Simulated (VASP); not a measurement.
# PtS2 (P-3m1) in VASP: further runs

Aim: see how the results for PtS2 move with the level of theory and the settings. Levels: PBE-based screened hybrid with 75 % exact exchange, HSE06. Tasks: single point.

Everything below comes from runs of VASP 6.6.1. Logs are shortened: lines on timing, memory, paths and dates and some standing lists are left out, and cuts for length are marked.

## (1) The cell of the first run

Symmetry: P-3m1, No. 164, trigonal system. Conventional cell: a = 3.553 Å, b = 3.553 Å, c = 5.123 Å, α = 90.00°, β = 90.00°, γ = 120.00°. Pt (site symmetry -3m) has 6 S at 2.39 Å within 3.2 Å. Within 3.2 Å of S (site symmetry 3m) lie 3 Pt at 2.39 Å and 3 S at 3.20 Å.

## (2) Single point, PBE-based screened hybrid with 75 % exact exchange

Contents of POSCAR:

```
PtS2
1.0
    3.5526240960      0.0000000000      0.0000000000
   -1.7763120480      3.0766627172      0.0000000000
    0.0000000000      0.0000000000      5.1228306077
Pt S
1 2
Direct
    0.0000000000      0.0000000000      0.0000000000
    0.3333333333      0.6666666667      0.2392542177
    0.6666666667      0.3333333333      0.7607457823
```

Contents of INCAR.step1:

```
  ALGO = Normal
  EDIFF = 1E-5
  ENCUT = 520
  GGA = PE
  ISIF = 2
  ISMEAR = 0
  LASPH = True
  LCHARG = False
  LREAL = False
  LWAVE = True
  NBANDS = 18
  NELM = 100
  PREC = Accurate
  SIGMA = 0.01
```

Contents of INCAR.step2:

```
  AEXX = 0.75
  ALGO = Normal
  EDIFF = 1E-6
  ENCUT = 520
  GGA = PE
  HFSCREEN = 0.2078
  ISIF = 2
  ISMEAR = 0
  ISTART = 1
  LASPH = True
  LCHARG = False
  LHFCALC = True
  LREAL = False
  LWAVE = False
  NBANDS = 18
  NELM = 100
  PREC = Accurate
  PRECFOCK = Normal
  SIGMA = 0.01
```

Contents of KPOINTS:

```
k-points
0
Gamma
  6 6 2
```

Potentials or basis: VASP PAW PBE potentials, release 64 (Pt, S).

On the command line:

```
$ cat potpaw_PBE.64/Pt/POTCAR potpaw_PBE.64/S/POTCAR > POTCAR
$ cp INCAR.step1 INCAR
$ mpirun -np 1 vasp_std > vasp.out
$ cp INCAR.step2 INCAR
$ mpirun -np 1 vasp_std > vasp.out
```

OUTCAR:

```text
AEXX = 0.75
   EDIFF = 1E-6
   ENCUT = 520
   GGA = PE
   HFSCREEN = 0.2078
   ISIF = 2
   ISMEAR = 0
   ISTART = 1
   LASPH = True
   LHFCALC = True
   LREAL = False
   NELM = 100
   PREC = Accurate
   PRECFOCK = Normal

 ion  position               nearest neighbor table
   1  0.000  0.000  0.000-   2 2.39   3 2.39   2 2.39   3 2.39   3 2.39   2 2.39
   2  0.333  0.667  0.239-   1 2.39   1 2.39   1 2.39
   3  0.667  0.333  0.761-   1 2.39   1 2.39   1 2.39

  LATTYP: Found a hexagonal cell.
 ALAT       =     3.5526240960
 C/A-ratio  =     1.4419849861

  Lattice vectors:

 A1 = (   3.5526240960,   0.0000000000,   0.0000000000)
 A2 = (  -1.7763120480,   3.0766627172,   0.0000000000)
 A3 = (   0.0000000000,   0.0000000000,   5.1228306077)

Analysis of symmetry for initial positions (statically):
=====================================================================
 Subroutine PRICEL returns:
 Original cell was already a primitive cell.

 Routine SETGRP: Setting up the symmetry group for a
 hexagonal supercell.

 Subroutine GETGRP returns: Found 12 space group operations
 (whereof 12 operations were pure point group operations)
 out of a pool of 24 trial point group operations.

The static configuration has the point symmetry D_3d.

Analysis of symmetry for dynamics (positions and initial velocities):
=====================================================================
 Subroutine PRICEL returns:
 Original cell was already a primitive cell.

 Routine SETGRP: Setting up the symmetry group for a
 hexagonal supercell.

 Subroutine GETGRP returns: Found 12 space group operations
 (whereof 12 operations were pure point group operations)
 out of a pool of 24 trial point group operations.

The dynamic configuration has the point symmetry D_3d.

 Subroutine INISYM returns: Found 12 space group operations
 (whereof 12 operations are pure point group operations),
 and found     1 'primitive' translations

----------------------------------------------------------------------------------------

                                     Primitive cell

  volume of cell :      55.9937

  direct lattice vectors                    reciprocal lattice vectors
     3.552624096  0.000000000  0.000000000     0.281482074  0.162513751  0.000000000
    -1.776312048  3.076662717  0.000000000     0.000000000  0.325027503  0.000000000
     0.000000000  0.000000000  5.122830608     0.000000000  0.000000000  0.195204581

  length of vectors
     3.552624096  3.552624096  5.122830608     0.325027503  0.325027503  0.195204581

  position of ions in fractional coordinates (direct lattice)
     0.000000000  0.000000000  0.000000000
     0.333333333  0.666666667  0.239254218
     0.666666667  0.333333333  0.760745782

  ion indices of the primitive-cell ions
   primitive index   ion index
                 1           1
                 2           2
                 3           3

----------------------------------------------------------------------------------------

 KPOINTS: k-points

Automatic generation of k-mesh.
 Grid dimensions read from file:
 generate k-points for:    6    6    2

 Generating k-lattice:

  Cartesian coordinates                     Fractional coordinates (reciprocal lattice)
     0.046913679  0.027085625  0.000000000     0.166666667  0.000000000  0.000000000
     0.000000000  0.054171250  0.000000000     0.000000000  0.166666667  0.000000000
     0.000000000  0.000000000  0.097602290     0.000000000  0.000000000  0.500000000

  Length of vectors
     0.054171250  0.054171250  0.097602290

  Shift w.r.t. Gamma in fractional coordinates (k-lattice)
     0.000000000  0.000000000  0.000000000

 Subroutine IBZKPT returns following result:
 ===========================================

 Found     14 irreducible k-points:

 Following reciprocal coordinates:
            Coordinates               Weight
  0.000000  0.000000  0.000000      1.000000
  0.166667  0.000000  0.000000      6.000000
  0.333333  0.000000  0.000000      6.000000
  0.500000 -0.000000  0.000000      3.000000
  0.166667  0.166667  0.000000      6.000000
  0.333333  0.166667  0.000000     12.000000
  0.333333  0.333333  0.000000      2.000000
  0.000000  0.000000  0.500000      1.000000
  0.166667  0.000000  0.500000      6.000000
  0.333333  0.000000  0.500000      6.000000
  0.500000 -0.000000  0.500000      3.000000
  0.166667  0.166667  0.500000      6.000000
  0.333333  0.166667  0.500000     12.000000
  0.333333  0.333333  0.500000      2.000000
   k-points           NKPTS =     14   k-points in BZ     NKDIM =     72   number of bands    NBANDS=     18
   number of dos      NEDOS =    301   number of ions     NIONS =      3
   total plane-waves  NPLWV =  31360
   dimension x,y,z NGX =    28 NGY =   28 NGZ =   40
   dimension x,y,z NGXF=    56 NGYF=   56 NGZF=   80
   ions per type =               1   2
   NGX,Y,Z   is equivalent  to a cutoff of  13.10, 13.10, 12.98 a.u.
   NGXF,Y,Z  is equivalent  to a cutoff of  26.21, 26.21, 25.96 a.u.
 SYSTEM =  unknown system
   PREC   = accura    normal or accurate (medium, high low for compatibility)
   ISTART =      1    job   : 0-new  1-cont  2-samecut
   ICHARG =      0    charge: 1-file 2-atom 10-const
   ISPIN  =      1    spin polarized calculation?
   LNONCOLLINEAR =      F non collinear calculations
   LSORBIT =      F    spin-orbit coupling
   LASPH  =      T    aspherical Exc in radial PAW
   ENCUT  =  520.0 eV  38.22 Ry    6.18 a.u.   6.61  6.61  9.53*2*pi/ulx,y,z
   NELM   =    100;   NELMIN=  2; NELMDL=  0     # of ELM steps
   EDIFF  = 0.1E-05   stopping-criterion for ELM
   LREAL  =      F    real-space projection
   EDIFFG = 0.1E-04   stopping-criterion for IOM
   NSW    =      0    number of steps for IOM
   IBRION =     -1    ionic relax: 0-MD 1-quasi-New 2-CG
   NFREE  =      0    steps in history (QN), initial steepest desc. (CG)
   ISIF   =      2    stress and relaxation
   ISYM   =      3    0-nonsym 1-usesym 2-fastsym
   POTIM  = 0.5000    time-step for ionic-motion
   TEBEG  =    0.0;   TEEND  =   0.0 temperature during run
   PSTRESS=    0.0 pullay stress
   NELECT =      22.0000    total number of electrons
   NUPDOWN=      -1.0000    fix difference up-down
   EMIN   =  10.00;   EMAX   =-10.00  energy-range for DOS
   EFERMI =   0.00;   METHOD = LEGACY
   ISMEAR =     0;   SIGMA  =   0.01  broadening in eV -4-tet -1-fermi 0-gaus
   EFERMI_NEDOS =   21; number of points for ismear=-14 and -15
   IALGO  =     38    algorithm
   IMIX   =      1    mixing-type and parameters
     AMIX     =   0.40;   BMIX     =  1.00
     AMIX_MAG =   1.60;   BMIX_MAG =  1.00
  volume/ion in A,a.u.               =      18.66       125.95
  Fermi-wavevector in a.u.,A,eV,Ry     =   1.199046  2.265869 19.561265  1.437712
  Thomas-Fermi vector in A             =   2.334919
   LORBIT       =      0    0 simple, 1 ext, 2 COOP (PROOUT), +10 PAW based schemes
   GGA     = PE    functional components
   LHFCALC =     T    Hartree Fock is set to
   PRECFOCK=normal    Normal, Fast or Accurate (Low or Medium for compatibility)
   ENCUT4O =  -1.0   cutoff for four orbital integrals eV
   NKREDX  =     1    reduce k-point grid by
   NKREDY  =     1    reduce k-point grid by
   NKREDZ  =     1    reduce k-point grid by
   AEXX    =    0.7500 exact exchange contribution
   HFSCREEN=    0.2078 screening length (either q_TF or 0.3 A-1)
   HFSCREENC=   0.2078 screening length for correlation (either q_TF or 0.3 A-1)
   ENCUTFOCK=  -1.0 apply spherical cutoff to Coloumb kernel
   IVDW    =     0    specifies the selected vdW correction
   LEPSILON=     F    determine dielectric tensor
   LRPA    =     F    only Hartree local field effects (RPA)
 non-spin polarized calculation
 Gauss-broadening in eV      SIGMA  =   0.01
  energy-cutoff  :      520.00
  volume of cell :       55.99
 maximum number of plane-waves:      1536
 NGX is ok and might be reduce to    28
  NGX = 20; NGY = 20; NGZ = 30

 number of electron      21.9999996 magnetization

 Free energy of the ion-electron system (eV)
  ---------------------------------------------------
  ext. energy  EPLUGINS =         0.00000000
  ---------------------------------------------------
  free energy    TOTEN  =       -25.65653489 eV

  energy without entropy =      -25.65653489  energy(sigma->0) =      -25.65653489

 E-fermi :   5.1060     XC(G=0):  -5.0264

 val. band max:        5.0444669487   @ k =   0.0000   0.0000   0.0000
 cond. band min:       8.0120801217   @ k =   0.3333   0.3333   0.0000
 fundamental gap:      2.9676131730
 Fermi energy:         5.1060115368

 k-point     1 :       0.0000    0.0000    0.0000
  band No.  band energies     occupation
      1     -14.7903      2.00000
      2     -11.1509      2.00000
      3      -4.6207      2.00000
      4      -3.6182      2.00000
      5      -3.6182      2.00000
      6      -1.3502      2.00000
[... 10 lines left out ...]
     17      16.2728      0.00000
     18      21.1777      0.00000

 k-point     2 :       0.1667    0.0000    0.0000
  band No.  band energies     occupation
      1     -14.3502      2.00000
      2     -11.3506      2.00000
      3      -4.1930      2.00000
      4      -3.5028      2.00000
      5      -3.2561      2.00000
      6      -1.6198      2.00000
[... 10 lines left out ...]
     17      17.4361      0.00000
     18      18.2858      0.00000

 k-point     3 :       0.3333    0.0000    0.0000
  band No.  band energies     occupation
      1     -13.2547      2.00000
      2     -11.7557      2.00000
      3      -4.0234      2.00000
      4      -2.8715      2.00000
      5      -2.6148      2.00000
      6      -1.9360      2.00000
[... 10 lines left out ...]
     17      17.0565      0.00000
     18      18.0867      0.00000

 k-point     4 :       0.5000   -0.0000    0.0000
  band No.  band energies     occupation
      1     -12.3845      2.00000
      2     -12.1125      2.00000
      3      -4.7576      2.00000
      4      -2.6428      2.00000
      5      -2.6260      2.00000
      6      -0.9046      2.00000
[... 165 lines left out ...]
      4      -3.1338      2.00000
      5      -2.6695      2.00000
      6      -2.0691      2.00000
[... 10 lines left out ...]
     17      17.3945      0.00000
     18      17.5859      0.00000

 k-point    13 :       0.3333    0.1667    0.5000
  band No.  band energies     occupation
      1     -12.4021      2.00000
      2     -12.0355      2.00000
      3      -4.4575      2.00000
      4      -3.3374      2.00000
      5      -2.0777      2.00000
      6      -1.8258      2.00000
[... 10 lines left out ...]
     17      17.2591      0.00000
     18      18.8890      0.00000

 k-point    14 :       0.3333    0.3333    0.5000
  band No.  band energies     occupation
      1     -12.0644      2.00000
      2     -12.0644      2.00000
      3      -3.6516      2.00000
      4      -3.6516      2.00000
      5      -2.9526      2.00000
      6      -1.3330      2.00000
[... 10 lines left out ...]
     17      16.0648      0.00000
     18      19.0325      0.00000

------------------------ aborting loop because EDIFF is reached ----------------------------------------

  FORCE on cell =-STRESS in cart. coord.  units (eV):
  Direction    XX          YY          ZZ          XY          YZ          ZX
  --------------------------------------------------------------------------------------
  -------------------------------------------------------------------------------------
  Total       -4.2521122     -4.2521122     -2.1644429      0.0000000      0.0000000      0.0000000
  in kB     -121.6679396   -121.6679396    -61.9323512      0.0000000      0.0000000      0.0000000
  external PRESSURE =    -101.7560768 kB  Pullay stress =       0.0000000 kB

 VOLUME and BASIS-vectors are now :
 -----------------------------------------------------------------------------
  energy-cutoff  :      520.00
  volume of cell :       55.99
      direct lattice vectors                 reciprocal lattice vectors
     3.552624096  0.000000000  0.000000000     0.281482074  0.162513751  0.000000000
    -1.776312048  3.076662717  0.000000000     0.000000000  0.325027503  0.000000000
     0.000000000  0.000000000  5.122830608     0.000000000  0.000000000  0.195204581

 POSITION                                       TOTAL-FORCE (eV/Angst)
 -----------------------------------------------------------------------------------
      0.00000      0.00000      0.00000         0.000000      0.000000      0.000000
     -0.00000      2.05111      1.22566        -0.000000     -0.000000     -1.210454
      1.77631      1.02555      3.89717        -0.000000      0.000000      1.210454
 -----------------------------------------------------------------------------------
    total drift:                                0.000025     -0.000086      0.000141

  FREE ENERGIE OF THE ION-ELECTRON SYSTEM (eV)
  ---------------------------------------------------
  free  energy   TOTEN  =       -25.6565348866 eV

  energy  without entropy=      -25.6565348866  energy(sigma->0) =      -25.65653489
```

Wall time 16 min (1 thread of Intel Xeon Platinum 8488C (Sapphire Rapids), shared host); peak memory 0.28 GiB.

Results:

| Quantity | Value |
| --- | --- |
| Free energy | -25.6565 eV |
| Pressure | -10.2 GPa |
| Largest force | 1.210 eV/Å |
| Band gap on the k mesh | 2.97 eV (least direct gap 4.11 eV) |

Forces on the atoms (eV/Å):
```
Pt   0.000  0.000  0.000
S    0.000  0.000 -1.210
S    0.000  0.000  1.210
```

Caveat: the k points lie up to 0.61 Å⁻¹ apart; the PAW data sets were made with another functional, which shifts forces and pressure a little; spin-orbit coupling is left out, which moves the levels of the heavy elements. A k mesh can miss the band edges.

[end of part 1 of 2]
